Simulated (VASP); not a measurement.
A run of VASP 6.6.1 is set up as follows.

Contents of INCAR:

```
SYSTEM = TaRu
PREC = Accurate
ENCUT = 520
EDIFF = 1E-8
ISMEAR = -1
SIGMA = 0.03
LREAL = .FALSE.
LASPH = .TRUE.
NELM = 60
ALGO = Normal
ISIF = 2
LWAVE = .FALSE.
LCHARG = .FALSE.
LEFG = .TRUE.
NBANDS = 20
```

The input KPOINTS:

```
regular mesh
0
G
  13 13 13
  0 0 0
```

File POSCAR:

```
TaRu
1.0
    3.1975881176      0.0000000000      0.0000000000
    0.0000000000      3.1975881176      0.0000000000
    0.0000000000      0.0000000000      3.1975881176
Ta Ru
1 1
Direct
    0.5000000000      0.5000000000      0.5000000000
    0.0000000000      0.0000000000      0.0000000000
```

Potentials or basis: VASP PAW LDA potentials, release 64 (Ta_pv, Ru_pv).

The run is started by

```sh
$ cat potpaw_LDA.64/Ta_pv/POTCAR potpaw_LDA.64/Ru_pv/POTCAR > POTCAR
$ mpirun -np 1 vasp_std > vasp.out
```

(1) Estimate the band gap on the k mesh.

(2) Estimate the pressure.

Answers

(1) zero (an odd number of electrons rules out a gap without spin polarisation).

(2) -17.6 GPa.

Caveat: the cell stands under tension; spin-orbit coupling is left out, which moves the levels of the heavy elements.
